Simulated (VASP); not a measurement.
**Pb: single point with PBEsol**

The system is Pb.

```
Pb
1.0
     0.00000    2.33025    2.33025
     2.33025    0.00000    2.33025
     2.33025    2.33025    0.00000
Pb
1
Direct
  0.00000 0.00000 0.00000
```

```json
{
 "Program": "VASP 6.6.1",
 "Task": "single point",
 "Functional": "PBEsol",
 "Potentials or basis": "VASP PAW PBE potentials, release 64 (Pb_d)",
 "Cutoff": "500 eV",
 "k mesh": "14 × 14 × 14",
 "Occupations": "gaussian, width 0.1 eV",
 "Spin": "no spin polarisation",
 "Dipole correction": "no",
 "Further INCAR settings": "ALGO = Normal; EDIFF = 1e-06; NBANDS = 13"
}
```

| Property | Result |
| --- | --- |
| Pressure | 12.4 GPa |
| Band gap on the k mesh | zero (bands 7 and 8 overlap by 10.83 eV) |

Levels at points of the mesh, in eV from the Fermi level:
| k point | band 3 | band 4 | band 5 | band 6 | band 7 | band 8 | band 9 | band 10 | band 11 | band 12 |
| --- | --- | --- | --- | --- | --- | --- | --- | --- | --- | --- |
| (0.00, 0.00, 0.00) | -17.30 | -17.06 | -17.06 | -13.27 | 8.77 | 8.77 | 8.77 | 9.68 | 13.51 | 13.82 |
| (0.50, 0.00, 0.00) | -17.29 | -16.84 | -16.84 | -8.43 | -5.32 | 6.51 | 6.51 | 9.16 | 11.15 | 12.26 |
| (0.50, 0.50, 0.00) | -16.85 | -16.78 | -16.78 | -6.55 | -4.19 | 2.10 | 2.10 | 5.88 | 7.19 | 19.14 |

It took 7.6 s on 1 thread of Intel(R) Xeon(R) 6975P-C (Granite Rapids) (shared host), peak memory 0.15 GiB.

Caveat: the cell stands under pressure; the PAW data sets were made with another functional, which shifts forces and pressure a little; spin-orbit coupling is left out, which moves the levels of the heavy elements.
